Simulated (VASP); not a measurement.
# GaSb (Fm-3m) in VASP: further runs

GaSb is run at these levels: PBEsol, r2SCAN+rVV10; tasks: single point, relaxation of cell and atoms.

Program: VASP 6.6.1. These are calculated values, not measurements. Logs are shortened: lines on timing, memory, paths and dates and some standing lists are left out, and cuts for length are marked.

## 1. The cell of the first run

It takes space group Fm-3m (No. 225, cubic). The conventional cell has a = 5.703 Å, b = 5.703 Å, c = 5.703 Å, α = 90.00°, β = 90.00°, γ = 90.00°. Ga (site symmetry m-3m) has 6 Sb at 2.85 Å within 3.8 Å. Sb (site symmetry m-3m) has 6 Ga at 2.85 Å within 3.8 Å.

## 2. Single point, PBEsol

INCAR reads:

```
SYSTEM = GaSb
ALGO = Normal ; EDIFF = 1E-6
ENCUT = 500 ; GGA = PS
GGA_COMPAT = .False. ; ISIF = 2
ISMEAR = -1 ; LASPH = .True.
LCHARG = .True. ; LELF = .True.
LREAL = .False. ; LVHAR = .True.
LWAVE = .False. ; NBANDS = 16
NELM = 120 ; PREC = Accurate
SIGMA = 0.03
```

KPOINTS reads:

```
k-points
0
Gamma
  6 6 6
  0 0 0
```

POSCAR reads:

```
GaSb
1.0
    0.0000000000      2.8512767156      2.8512767156
    2.8512767156      0.0000000000      2.8512767156
    2.8512767156      2.8512767156      0.0000000000
Ga Sb
1 1
Direct
    0.0000000000      0.0000000000      0.0000000000
    0.5000000000      0.5000000000      0.5000000000
```

Potentials or basis: VASP PAW PBE potentials, release 64 (Ga_d, Sb).

Run with:

```
cat potpaw_PBE.64/Ga_d/POTCAR potpaw_PBE.64/Sb/POTCAR > POTCAR
mpirun -np 1 vasp_std > vasp.out
```

OUTCAR:

```text
SYSTEM = GaSb
   EDIFF = 1E-6
   ENCUT = 500
   GGA = PS
   ISIF = 2
   ISMEAR = -1
   LASPH = .True.
   LREAL = .False.
   NELM = 120
   PREC = Accurate

 ion  position               nearest neighbor table
   1  0.000  0.000  0.000-   2 2.85   2 2.85   2 2.85   2 2.85   2 2.85   2 2.85
   2  0.500  0.500  0.500-   1 2.85   1 2.85   1 2.85   1 2.85   1 2.85   1 2.85

  LATTYP: Found a face centered cubic cell.
 ALAT       =     5.7025534312

  Lattice vectors:

 A1 = (   0.0000000000,   2.8512767156,   2.8512767156)
 A2 = (   2.8512767156,   0.0000000000,   2.8512767156)
 A3 = (   2.8512767156,   2.8512767156,   0.0000000000)

Analysis of symmetry for initial positions (statically):
=====================================================================
 Subroutine PRICEL returns:
 Original cell was already a primitive cell.

 Routine SETGRP: Setting up the symmetry group for a
 face centered cubic supercell.

 Subroutine GETGRP returns: Found 48 space group operations
 (whereof 48 operations were pure point group operations)
 out of a pool of 48 trial point group operations.

The static configuration has the point symmetry O_h .

Analysis of symmetry for dynamics (positions and initial velocities):
=====================================================================
 Subroutine PRICEL returns:
 Original cell was already a primitive cell.

 Routine SETGRP: Setting up the symmetry group for a
 face centered cubic supercell.

 Subroutine GETGRP returns: Found 48 space group operations
 (whereof 48 operations were pure point group operations)
 out of a pool of 48 trial point group operations.

The dynamic configuration has the point symmetry O_h .

 Subroutine INISYM returns: Found 48 space group operations
 (whereof 48 operations are pure point group operations),
 and found     1 'primitive' translations

----------------------------------------------------------------------------------------

                                     Primitive cell

  volume of cell :      46.3605

  direct lattice vectors                    reciprocal lattice vectors
     0.000000000  2.851276716  2.851276716    -0.175360040  0.175360040  0.175360040
     2.851276716  0.000000000  2.851276716     0.175360040 -0.175360040  0.175360040
     2.851276716  2.851276716  0.000000000     0.175360040  0.175360040 -0.175360040

  length of vectors
     4.032314201  4.032314201  4.032314201     0.303732500  0.303732500  0.303732500

  position of ions in fractional coordinates (direct lattice)
     0.000000000  0.000000000  0.000000000
     0.500000000  0.500000000  0.500000000

  ion indices of the primitive-cell ions
   primitive index   ion index
                 1           1
                 2           2

----------------------------------------------------------------------------------------

 KPOINTS: k-points

Automatic generation of k-mesh.
 Grid dimensions read from file:
 generate k-points for:    6    6    6

 Generating k-lattice:

  Cartesian coordinates                     Fractional coordinates (reciprocal lattice)
    -0.029226673  0.029226673  0.029226673     0.166666667  0.000000000  0.000000000
     0.029226673 -0.029226673  0.029226673     0.000000000  0.166666667  0.000000000
     0.029226673  0.029226673 -0.029226673     0.000000000  0.000000000  0.166666667

  Length of vectors
     0.050622083  0.050622083  0.050622083

  Shift w.r.t. Gamma in fractional coordinates (k-lattice)
     0.000000000  0.000000000  0.000000000

 Subroutine IBZKPT returns following result:
 ===========================================

 Found     16 irreducible k-points:

 Following reciprocal coordinates:
            Coordinates               Weight
  0.000000  0.000000  0.000000      1.000000
  0.166667  0.000000  0.000000      8.000000
  0.333333  0.000000  0.000000      8.000000
  0.500000  0.000000  0.000000      4.000000
  0.166667  0.166667  0.000000      6.000000
  0.333333  0.166667  0.000000     24.000000
[... 8 lines left out ...]
 -0.333333  0.333333  0.166667     24.000000
 -0.333333  0.500000  0.166667     12.000000
   k-points           NKPTS =     16   k-points in BZ     NKDIM =     16   number of bands    NBANDS=     16
   number of dos      NEDOS =    301   number of ions     NIONS =      2
   total plane-waves  NPLWV =  27000
   dimension x,y,z NGX =    30 NGY =   30 NGZ =   30
   dimension x,y,z NGXF=    60 NGYF=   60 NGZF=   60
   ions per type =               1   1
   NGX,Y,Z   is equivalent  to a cutoff of  12.37, 12.37, 12.37 a.u.
   NGXF,Y,Z  is equivalent  to a cutoff of  24.74, 24.74, 24.74 a.u.
 SYSTEM =  GaSb
   PREC   = accura    normal or accurate (medium, high low for compatibility)
   ISTART =      0    job   : 0-new  1-cont  2-samecut
   ICHARG =      2    charge: 1-file 2-atom 10-const
   ISPIN  =      1    spin polarized calculation?
   LNONCOLLINEAR =      F non collinear calculations
   LSORBIT =      F    spin-orbit coupling
   LASPH  =      T    aspherical Exc in radial PAW
   ENCUT  =  500.0 eV  36.75 Ry    6.06 a.u.   7.35  7.35  7.35*2*pi/ulx,y,z
   NELM   =    120;   NELMIN=  2; NELMDL= -5     # of ELM steps
   EDIFF  = 0.1E-05   stopping-criterion for ELM
   LREAL  =      F    real-space projection
[... 7 lines left out ...]
   TEBEG  =    0.0;   TEEND  =   0.0 temperature during run
   PSTRESS=    0.0 pullay stress
   NELECT =      18.0000    total number of electrons
   NUPDOWN=      -1.0000    fix difference up-down
   EMIN   =  10.00;   EMAX   =-10.00  energy-range for DOS
   EFERMI =   0.00;   METHOD = LEGACY
   ISMEAR =    -1;   SIGMA  =   0.03  broadening in eV -4-tet -1-fermi 0-gaus
   EFERMI_NEDOS =   21; number of points for ismear=-14 and -15
   IALGO  =     38    algorithm
   IMIX   =      4    mixing-type and parameters
     AMIX     =   0.40;   BMIX     =  1.00
     AMIX_MAG =   1.60;   BMIX_MAG =  1.00
  volume/ion in A,a.u.               =      23.18       156.43
  Fermi-wavevector in a.u.,A,eV,Ry     =   1.194308  2.256915 19.406960  1.426371
  Thomas-Fermi vector in A             =   2.330301
   LORBIT       =      0    0 simple, 1 ext, 2 COOP (PROOUT), +10 PAW based schemes
   GGA     = PS    functional components
   LHFCALC =     F    Hartree Fock is set to
   AEXX    =    0.0000 exact exchange contribution
   IVDW    =     0    specifies the selected vdW correction
   LEPSILON=     F    determine dielectric tensor
   LRPA    =     F    only Hartree local field effects (RPA)
 non-spin polarized calculation
  energy-cutoff  :      500.00
  volume of cell :       46.36
 maximum number of plane-waves:      1243
 NGX is ok and might be reduce to    30
   NGX = 15   NGY = 15   NGZ = 15

 number of electron      17.9999985 magnetization

 Free energy of the ion-electron system (eV)
  ---------------------------------------------------
  ext. energy  EPLUGINS =         0.00000000
  ---------------------------------------------------
  free energy    TOTEN  =        -7.81154282 eV

  energy without entropy =       -7.80313459  energy(sigma->0) =       -7.80733871

 E-fermi :   6.8893     XC(G=0): -10.5108

 val. band max:        6.8848470972   @ k =   0.0000   0.0000   0.0000
 cond. band min:       6.9709431136   @ k =   0.3333   0.1667   0.0000
 fundamental gap:      0.0860960165
 Fermi energy:         6.8893331152

 k-point     1 :       0.0000    0.0000    0.0000
  band No.  band energies     occupation
      1      -8.1506      2.00000
      2      -8.1506      2.00000
      3      -8.1281      2.00000
      4      -8.1281      2.00000
      5      -8.1281      2.00000
      6      -5.4146      2.00000
[... 8 lines left out ...]
     15      13.0406      0.00000
     16      13.0406      0.00000

 k-point     2 :       0.1667    0.0000    0.0000
  band No.  band energies     occupation
      1      -8.1559      2.00000
      2      -8.1559      2.00000
      3      -8.1287      2.00000
      4      -8.1244      2.00000
      5      -8.1244      2.00000
      6      -5.0506      2.00000
[... 8 lines left out ...]
     15      13.7787      0.00000
     16      13.7787      0.00000

 k-point     3 :       0.3333    0.0000    0.0000
  band No.  band energies     occupation
      1      -8.1676      2.00000
      2      -8.1676      2.00000
      3      -8.1309      2.00000
      4      -8.1158      2.00000
      5      -8.1158      2.00000
      6      -4.0011      2.00000
[... 8 lines left out ...]
     15      15.7629      0.00000
     16      15.7629      0.00000

 k-point     4 :       0.5000    0.0000    0.0000
  band No.  band energies     occupation
      1      -8.1736      2.00000
      2      -8.1736      2.00000
      3      -8.1323      2.00000
      4      -8.1113      2.00000
      5      -8.1113      2.00000
      6      -2.9069      2.00000
[... 8 lines left out ...]
     15      18.5161      0.00000
     16      18.5161      0.00000

 k-point     5 :       0.1667    0.1667    0.0000
  band No.  band energies     occupation
      1      -8.1687      2.00000
      2      -8.1478      2.00000
      3      -8.1314      2.00000
      4      -8.1221      2.00000
      5      -8.1221      2.00000
      6      -4.9260      2.00000
[... 8 lines left out ...]
     15      14.9088      0.00000
     16      14.9088      0.00000

 k-point     6 :       0.3333    0.1667    0.0000
  band No.  band energies     occupation
      1      -8.1858      2.00000
      2      -8.1527      2.00000
      3      -8.1321      2.00000
      4      -8.1172      2.00000
      5      -8.1139      2.00000
      6      -4.0958      2.00000
[... 8 lines left out ...]
     15      16.7692      0.00000
     16      16.8730      0.00000
[... 115 lines left out ...]
 k-point    13 :       0.5000    0.5000    0.0000
  band No.  band energies     occupation
      1      -8.2434      2.00000
      2      -8.1413      2.00000
      3      -8.1391      2.00000
      4      -8.1006      2.00000
      5      -8.1006      2.00000
      6      -2.1612      2.00000
[... 8 lines left out ...]
     15      18.8983      0.00000
     16      20.1657      0.00000

 k-point    14 :       0.5000    0.3333    0.1667
  band No.  band energies     occupation
      1      -8.2019      2.00000
      2      -8.1565      2.00000
      3      -8.1306      2.00000
      4      -8.1144      2.00000
      5      -8.1086      2.00000
      6      -3.1072      2.00000
[... 8 lines left out ...]
     15      17.4758      0.00000
     16      17.6205      0.00000

 k-point    15 :      -0.3333    0.3333    0.1667
  band No.  band energies     occupation
      1      -8.2062      2.00000
      2      -8.1617      2.00000
      3      -8.1241      2.00000
      4      -8.1203      2.00000
      5      -8.1046      2.00000
      6      -2.1937      2.00000
[... 8 lines left out ...]
     15      15.3328      0.00000
     16      19.5206      0.00000

 k-point    16 :      -0.3333    0.5000    0.1667
  band No.  band energies     occupation
      1      -8.2250      2.00000
      2      -8.1521      2.00000
      3      -8.1325      2.00000
      4      -8.1121      2.00000
      5      -8.1006      2.00000
      6      -1.9482      2.00000
[... 8 lines left out ...]
     15      17.8733      0.00000
     16      20.4258      0.00000

------------------------ aborting loop because EDIFF is reached ----------------------------------------

  FORCE on cell =-STRESS in cart. coord.  units (eV):
  Direction    XX          YY          ZZ          XY          YZ          ZX
  --------------------------------------------------------------------------------------
  -------------------------------------------------------------------------------------
  Total        0.0193096      0.0193096      0.0193096      0.0000000      0.0000000      0.0000000
  in kB        0.6673224      0.6673224      0.6673224      0.0000000      0.0000000      0.0000000
  external PRESSURE =       0.6673224 kB  Pullay stress =       0.0000000 kB

 VOLUME and BASIS-vectors are now :
 -----------------------------------------------------------------------------
  energy-cutoff  :      500.00
  volume of cell :       46.36
      direct lattice vectors                 reciprocal lattice vectors
     0.000000000  2.851276716  2.851276716    -0.175360040  0.175360040  0.175360040
     2.851276716  0.000000000  2.851276716     0.175360040 -0.175360040  0.175360040
     2.851276716  2.851276716  0.000000000     0.175360040  0.175360040 -0.175360040

 POSITION                                       TOTAL-FORCE (eV/Angst)
 -----------------------------------------------------------------------------------
      0.00000      0.00000      0.00000         0.000000      0.000000      0.000000
      2.85128      2.85128      2.85128        -0.000000     -0.000000     -0.000000
 -----------------------------------------------------------------------------------
    total drift:                               -0.000000      0.000000      0.000000

  FREE ENERGIE OF THE ION-ELECTRON SYSTEM (eV)
  ---------------------------------------------------
  free  energy   TOTEN  =        -7.8115428197 eV

  energy  without entropy=       -7.8031345926  energy(sigma->0) =       -7.80733871
```

Run time: 13 s. Hardware: 1 thread of Intel Xeon Platinum 8259CL at 2.50GHz (Skylake/Cascade Lake), shared host; peak memory 0.17 GiB.

Results:

* Free energy: -7.8115 eV
* Pressure: 0.1 GPa
* Band gap on the k mesh: zero (bands 9 and 10 overlap by 3.46 eV)

Caveat: the structure was generated, so it needn't be the stable form of GaSb; the PAW data sets were made with another functional, which shifts forces and pressure a little; spin-orbit coupling is left out, which moves the levels of the heavy elements.

## 3. Relaxation of cell and atoms, PBEsol

This run uses another cell than the first one, of 21.24 Å³/atom.

INCAR reads:

```
SYSTEM = GaSb
PREC = Accurate ; ENCUT = 500
EDIFF = 1E-7 ; ISMEAR = -1
SIGMA = 0.03 ; LREAL = .FALSE.
LASPH = .TRUE. ; NELM = 120
ALGO = Normal ; ISIF = 3
LWAVE = .FALSE. ; LCHARG = .FALSE.
GGA = PS ; IBRION = 2
NSW = 100 ; EDIFFG = -0.01
GGA_COMPAT = .FALSE. ; NELMIN = 4
```

KPOINTS reads:

```
Automatic mesh
0
G
  6 6 6
  0 0 0
```

POSCAR reads:

```
GaSb
1.0
    0.0000000000      2.7695880000      2.7695880000
    2.7695880000      0.0000000000      2.7695880000
    2.7695880000      2.7695880000      0.0000000000
Ga Sb
1 1
Direct
    0.0000000000      0.0000000000      0.0000000000
    0.5000000000      0.5000000000      0.5000000000
```

Potentials or basis: VASP PAW PBE potentials, release 64 (Ga_d, Sb).

Run with:

```
cat potpaw_PBE.64/Ga_d/POTCAR potpaw_PBE.64/Sb/POTCAR > POTCAR
mpirun -np 1 vasp_std > vasp.out
```

OUTCAR:

```text
SYSTEM = GaSb
   PREC = Accurate
   ENCUT = 500
   EDIFF = 1E-7
   ISMEAR = -1
   LREAL = .FALSE.
   LASPH = .TRUE.
   NELM = 120
   ISIF = 3
   GGA = PS
   IBRION = 2
   NSW = 100
   EDIFFG = -0.01
   NELMIN = 4

 ion  position               nearest neighbor table
   1  0.000  0.000  0.000-   2 2.77   2 2.77   2 2.77   2 2.77   2 2.77   2 2.77
   2  0.500  0.500  0.500-   1 2.77   1 2.77   1 2.77   1 2.77   1 2.77   1 2.77

  LATTYP: Found a face centered cubic cell.
 ALAT       =     5.5391760000

  Lattice vectors:

 A1 = (   0.0000000000,   2.7695880000,   2.7695880000)
 A2 = (   2.7695880000,   0.0000000000,   2.7695880000)
 A3 = (   2.7695880000,   2.7695880000,   0.0000000000)

Analysis of symmetry for initial positions (statically):
[... 173 lines left out ...]
  Total        1.8239603      1.8239603      1.8239603     -0.0000000      0.0000000     -0.0000000
  in kB       68.7781467     68.7781467     68.7781467     -0.0000000      0.0000000     -0.0000000
  external PRESSURE =      68.7781467 kB  Pullay stress =       0.0000000 kB
[... 95 lines left out ...]
--------------------------------------- Ionic step        4  -------------------------------------------

 number of electron      17.9999984 magnetization

 Free energy of the ion-electron system (eV)
  ---------------------------------------------------
  ext. energy  EPLUGINS =         0.00000000
  ---------------------------------------------------
  free energy    TOTEN  =        -7.81099007 eV

  energy without entropy =       -7.80258373  energy(sigma->0) =       -7.80678690

 E-fermi :   6.8769     XC(G=0): -10.5058

 val. band max:        6.8723659923   @ k =   0.0000   0.0000   0.0000
 cond. band min:       6.9585934797   @ k =   0.3333   0.1667   0.0000
 fundamental gap:      0.0862274874
 Fermi energy:         6.8768726848

 k-point     1 :       0.0000    0.0000    0.0000
  band No.  band energies     occupation
      1      -8.1616      2.00000
      2      -8.1616      2.00000
      3      -8.1391      2.00000
      4      -8.1391      2.00000
      5      -8.1391      2.00000
      6      -5.4188      2.00000
      7       6.8302      1.65115
      8       6.8724      1.07498
      9       6.8724      1.07498
     10       6.8724      1.07497
     11      13.0233      0.00000
     12      13.0233      0.00000
     13      13.0241      0.00000
[... 267 lines left out ...]
  FREE ENERGIE OF THE ION-ELECTRON SYSTEM (eV)
  ---------------------------------------------------
  free  energy   TOTEN  =        -7.8109900744 eV

  energy  without entropy=       -7.8025837325  energy(sigma->0) =       -7.80678690

 reached required accuracy - stopping structural energy minimisation
```

CONTCAR:

```text
GaSb
   1.00000000000000
    -0.0000000000000000    2.8522971221076761    2.8522971221076761
     2.8522971221076761    0.0000000000000000    2.8522971221076761
     2.8522971221076761    2.8522971221076761    0.0000000000000000
  Ga              Sb
     1     1
Direct
     0.0000000000000000    0.0000000000000000    0.0000000000000000
     0.5000000000000000    0.5000000000000000    0.5000000000000000

  0.00000000E+00  0.00000000E+00  0.00000000E+00
  0.00000000E+00  0.00000000E+00  0.00000000E+00
```

Wall time 37 s (1 thread of Intel Xeon Platinum 8259CL at 2.50GHz (Skylake/Cascade Lake), shared host); peak memory 0.17 GiB.

What came out:

```yaml
Free_energy: -7.8110 eV
Relaxed_volume: 23.21 Å³/atom
Relaxed_cell: a = 4.034 Å, b = 4.034 Å, c = 4.034 Å, α = 60.00°, β = 60.00°, γ = 60.00°
Space_group_after_relaxing_to_0.1_Å: Fm-3m (No. 225)
Energy_gained_by_relaxing: 37.4 meV/atom
Ionic_steps: 4
Pressure_after_relaxing: 0.0 GPa
Band_gap_on_the_k_mesh: zero (bands 9 and 10 overlap by 3.46 eV)
```

Step by step:
| step | energy change (eV) | largest force (eV/Å) | pressure (GPa) | volume (Å³) |
| --- | --- | --- | --- | --- |
| 1 | 0.0000 | 0.0000 | 6.88 | 42.49 |
| 2 | -0.0599 | 0.0000 | -2.37 | 48.35 |
| 3 | -0.0747 | 0.0000 | 0.08 | 46.33 |
| 4 | -0.0747 | 0.0000 | 0.02 | 46.41 |

Final structure:
```yaml
crystal:
  lattice:
    - [0.00000, 2.85230, 2.85230]
    - [2.85230, 0.00000, 2.85230]
    - [2.85230, 2.85230, 0.00000]
  atoms:
    - { symbol: Ga, position: [0.00000, 0.00000, 0.00000] }
    - { symbol: Sb, position: [0.50000, 0.50000, 0.50000] }
```

Caveat: the structure was generated, so it needn't be the stable form of GaSb; the PAW data sets were made with another functional, which shifts forces and pressure a little; spin-orbit coupling is left out, which moves the levels of the heavy elements.

(Part 1 of 2 ends here.)

The gap in the log of VASP goes by the Fermi energy; the results here count the filled bands.